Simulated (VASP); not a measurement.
The system is Cd2S.

```
Cd S
1.0
     5.60968    0.00000    0.00000
     0.00000    5.60968    0.00000
     0.00000    0.00000    5.60968
Cd S
4 2
Direct
  0.25000 0.25000 0.25000
  0.75000 0.75000 0.25000
  0.75000 0.25000 0.75000
  0.25000 0.75000 0.75000
  0.00000 0.00000 0.00000
  0.50000 0.50000 0.50000
```

The cell was built from a structure type or drawn by symmetry, and may not be a known phase.

| Item | Value |
| --- | --- |
| Program | VASP 6.6.1 |
| Task | relaxation of cell and atoms |
| Functional | PBE |
| Potentials or basis | VASP PAW PBE potentials, release 64 (Cd, S) |
| Cutoff | 600 eV |
| k mesh | 4 × 4 × 4 |
| Occupations | gaussian, width 0.1 eV |
| Spin | no spin polarisation |

At the start: pressure 5.3 GPa; volume 29.42 Å³/atom.

Problem. How do energy, volume and symmetry change on relaxing?

Solution. Over 3 steps the energy falls by 75.6 meV/atom and the volume is 35.16 Å³/atom (+19.5 %); space group Pn-3m (No. 224, to 0.1 Å) before and after.

The path:
| step | energy change (eV) | largest force (eV/Å) | pressure (GPa) | volume (Å³) |
| --- | --- | --- | --- | --- |
| 1 | 0.0000 | 0.0000 | 5.34 | 176.53 |
| 2 | -0.4396 | 0.0000 | 0.68 | 202.77 |
| 3 | -0.4539 | 0.0000 | -0.06 | 210.94 |

Final structure:
```yaml
crystal:
  lattice:
    - [5.95278, 0.00000, 0.00000]
    - [0.00000, 5.95278, 0.00000]
    - [0.00000, 0.00000, 5.95278]
  atoms:
    - { symbol: Cd, position: [0.25000, 0.25000, 0.25000] }
    - { symbol: Cd, position: [0.75000, 0.75000, 0.25000] }
    - { symbol: Cd, position: [0.75000, 0.25000, 0.75000] }
    - { symbol: Cd, position: [0.25000, 0.75000, 0.75000] }
    - { symbol: S, position: [0.00000, 0.00000, 0.00000] }
    - { symbol: S, position: [0.50000, 0.50000, 0.50000] }
```

Caveat: the volume moved by over 15 % at a fixed basis, so the end points are rough.
